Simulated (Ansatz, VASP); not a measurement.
## One calculation of Hf, two programs

Contents of POSCAR:

```
Hf
1.0
    0.0000000000      2.2200000000      2.2200000000
    2.2200000000      0.0000000000      2.2200000000
    2.2200000000      2.2200000000      0.0000000000
Hf
1
Direct
    0.0000000000      0.0000000000      0.0000000000
```

INCAR.step1

```
SYSTEM = Hf
ALGO = Normal
EDIFF = 1E-5
ENCUT = 440
GGA = PE
GGA_COMPAT = .False.
ISMEAR = -1
LASPH = .True.
LCHARG = .False.
LREAL = .False.
LWAVE = .True.
NBANDS = 11
NELM = 120
PREC = Accurate
SIGMA = 0.03
```

The input INCAR.step2:

```
SYSTEM = Hf
ALGO = Normal
EDIFF = 1E-8
ENCUT = 440
GGA_COMPAT = .False.
ISIF = 2
ISMEAR = -1
ISTART = 1
LASPH = .True.
LCHARG = .False.
LEFG = .True.
LMIXTAU = .True.
LREAL = .False.
LWAVE = .False.
METAGGA = R2SCAN
NBANDS = 11
NELM = 120
PREC = Accurate
SIGMA = 0.03
```

Contents of KPOINTS:

```
k-points
0
Gamma
  16 16 16
  0 0 0
```

Input for Ansatz:

```yaml
crystal:
  lattice:
    - [0.0, 2.22, 2.22]
    - [2.22, 0.0, 2.22]
    - [2.22, 2.22, 0.0]
  atoms:
    - { symbol: Hf, position: [0.0, 0.0, 0.0] }
kpoints:
  mp_grid: { grid: [16, 16, 16] }
  band_path:
    path:
      - [0.0, 0.0, 0.0]
      - [0.5, 0.0, 0.5]
      - [0.625, 0.25, 0.625]
      - [0.375, 0.375, 0.75]
      - [0.0, 0.0, 0.0]
      - [0.5, 0.5, 0.5]
      - [0.5, 0.25, 0.75]
      - [0.5, 0.0, 0.5]
    npoints: 5
scf:
  occupations: { method: fermi_dirac, width: 0.03 }
  convergence: { dr2_threshold: 1.0e-11 }
hamiltonian:
  xc: r2scan
  pseudopotentials: { kind: paw }
output:
  forces: true
  stress: true
  eigenvalues: true
  efg: { contact_densities: true }
basis:
  ecutwfc: "550 eV"
```

Alike in both runs: task electric field gradients; functional r2SCAN; k mesh 16 × 16 × 16; occupations fermi-dirac, width 0.03 eV; no spin polarisation.

```csv
,VASP,Ansatz
version,VASP 6.6.1,Ansatz 0.2.0
potentials or method,"VASP PAW PBE potentials, release 64 (Hf_pv), cutoff 440 eV","PAW with Ansatz's default frozen-core files, scalar-relativistic"
valence electrons in the cell,10,26
```

Ansatz gave:

- gap on the k mesh at the Fermi level (eV): none
- pressure (GPa): 2.8

Problem. What did VASP give for the same quantities?

Solution. gap on the k mesh at the Fermi level (eV): none; pressure (GPa): 2.3.

VASP's potentials were made for PBE, not for r2SCAN. A gap of «none» marks a metal or a gap that the smearing closes. With one functional, cell and mesh, what is left measures potentials, basis and numerics. VASP's potentials hold 10 valence electrons a cell and Ansatz's 26, so a difference there can come from the potentials and not from the codes.

Spin-orbit coupling is off throughout.
